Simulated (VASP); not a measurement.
A run of VASP 6.6.1 is set up as follows.

Contents of INCAR:

```
SYSTEM = Cu
PREC = Accurate
ENCUT = 520
EDIFF = 1E-6
ISMEAR = -1
SIGMA = 0.1
LREAL = .FALSE.
LASPH = .TRUE.
NELM = 100
ALGO = Normal
ISIF = 2
LWAVE = .FALSE.
LCHARG = .FALSE.
GGA = PS
NBANDS = 12
```

File KPOINTS:

```
regular mesh
0
G
  17 17 17
  0 0 0
```

File POSCAR:

```
Cu
1.0
   -1.4158377631      1.4158377631      1.4158377631
    1.4158377631     -1.4158377631      1.4158377631
    1.4158377631      1.4158377631     -1.4158377631
Cu
1
Direct
    0.0000000000      0.0000000000      0.0000000000
```

Potentials or basis: VASP PAW PBE potentials, release 64 (Cu).

The run is started by

```sh
$ cat potpaw_PBE.64/Cu/POTCAR > POTCAR
$ mpirun -np 1 vasp_std > vasp.out
```

Question: Estimate the pressure.

Answer: 0.8 GPa.

Caveat: the PAW data sets were made with another functional, which shifts forces and pressure a little.
